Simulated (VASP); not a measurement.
Set up this calculation in VASP 6.6.1, as the native input.

```yaml
Task: single point
Functional: PBE
Potentials_or_basis: VASP PAW PBE potentials, release 64 (Ba_sv, Ti_sv, O)
Cutoff: 520 eV
k_mesh: 5 × 5 × 5
Occupations: fermi-dirac, width 0.03 eV
Spin: collinear spin, ferromagnetic start
Starting_moments: "[0.0, 2.0, 0.0, 0.0, 0.0] μB"
Fixed_moment: 2 μB
Hubbard_terms: Ti d U = 6.6 eV
Dipole_correction: no
Further_INCAR_settings: ALGO = Normal; EDIFF = 1e-06; NBANDS = 32
```

The structure of BaTiO3 lies in POSCAR:

```
BaTiO3
1.0
    2.8273657800      1.6323804000      2.3183928100
   -2.8273657800      1.6323804000      2.3183928100
    0.0000000000     -3.2647607900      2.3183928100
Ba Ti O
1 1 3
Direct
    0.0000000000      0.0000000000      0.0000000000
    0.4845000000      0.4845000000      0.4845000000
    0.5086000000      0.5086000000      0.0175000000
    0.0175000000      0.5086000000      0.5086000000
    0.5086000000      0.0175000000      0.5086000000
```

These files were run (other wordings do the same):

INCAR

```
PREC = Accurate
ENCUT = 520
EDIFF = 1E-6
ISMEAR = -1
SIGMA = 0.03
LREAL = False
LASPH = True
NELM = 150
ALGO = Normal
ISIF = 2
LWAVE = False
LCHARG = False
ISPIN = 2
MAGMOM = 0 2 0 0 0
LORBIT = 11
NUPDOWN = 2.0
LMAXMIX = 4
LDAU = True
LDAUTYPE = 2
LDAUL = -1 2 -1
LDAUU = 0 6.6 0
LDAUJ = 0 0 0
LDAUPRINT = 1
GGA = PE
NBANDS = 32
```

KPOINTS

```
regular mesh
0
Gamma
  5 5 5
```

Potentials or basis: VASP PAW PBE potentials, release 64 (Ba_sv, Ti_sv, O).

Command:

```sh
$ cat potpaw_PBE.64/Ba_sv/POTCAR potpaw_PBE.64/Ti_sv/POTCAR potpaw_PBE.64/O/POTCAR > POTCAR
$ mpirun -np 1 vasp_std > vasp.out
```

It gave:

* Pressure: 23.5 GPa
* Largest force: 5.505 eV/Å
* Net moment: 2.00 μB per cell
* Site moments: Ba +0.03; Ti +0.85; O +0.26 μB
* Valence electrons inside the program's atomic spheres: Ba 8.00; Ti 10.34; O 5.02

Caveat: the total moment is fixed, so each spin has its own Fermi level; forces of over 1 eV/Å act on the atoms, so gaps and moduli don't describe the material at rest.

It took 2.2 min on 1 thread of Intel Xeon 8259CL, with other jobs on the host, peak memory 0.23 GiB.
